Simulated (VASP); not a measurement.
Wanted: the native input for a VASP 6.6.1 run.

- Task: relaxation of cell and atoms
- Functional: PBE
- Potentials or basis: VASP PAW PBE potentials, release 64 (Bi_d, N)
- Cutoff: 600 eV
- k mesh: 12 × 12 × 10
- Occupations: gaussian, width 0.05 eV
- Spin: no spin polarisation
- Dipole correction: no
- Further INCAR settings: ALGO = Normal; EDIFF = 1e-06; IBRION = 2; EDIFFG = -0.01; NSW = 80; ISIF = 3

The structure of BiN lies in POSCAR:

```
BiN
1.0
    3.4261742452      0.0000000000      0.0000000000
   -1.7130871226      2.9671539342      0.0000000000
    0.0000000000      0.0000000000      3.3437763165
Bi N
1 1
Direct
    0.0000000000      0.0000000000      0.0000000000
    0.6666666667      0.3333333333      0.5000000000
```

These files were run (other wordings do the same):

INCAR

```
SYSTEM = BiN
  PREC = Accurate
  ENCUT = 600
  EDIFF = 1E-6
  ISMEAR = 0
  SIGMA = 0.05
  LREAL = .FALSE.
  LASPH = .TRUE.
  NELM = 80
  ALGO = Normal
  ISIF = 3
  LWAVE = .FALSE.
  LCHARG = .FALSE.
  GGA = PE
  IBRION = 2
  NSW = 80
  EDIFFG = -0.01
```

KPOINTS

```
regular mesh
0
G
  12 12 10
  0 0 0
```

Potentials or basis: VASP PAW PBE potentials, release 64 (Bi_d, N).

Run with:

```bash
$ cat potpaw_PBE.64/Bi_d/POTCAR potpaw_PBE.64/N/POTCAR > POTCAR
$ mpirun -np 1 vasp_std > vasp.out
```

It gave:

```yaml
Relaxed_volume: 17.20 Å³/atom
Relaxed_cell: a = 3.488 Å, b = 3.488 Å, c = 3.265 Å, α = 90.00°, β = 90.00°, γ = 120.00°
Space_group_after_relaxing_to_0.05_Å: P-6m2 (No. 187)
Energy_gained_by_relaxing: 13.5 meV/atom
Ionic_steps: 6
Pressure_after_relaxing: 0.0 GPa
Band_gap_on_the_k_mesh: zero (band 10 reaches 9.21 eV, above the bottom of band 11 at 6.69 eV)
```

Caveat: spin-orbit coupling is left out, which moves the levels of the heavy elements.

Run time: 2 min on 1 thread of Intel(R) Xeon(R) 6975P-C (Granite Rapids), on a shared host, peak memory 0.2 GiB.
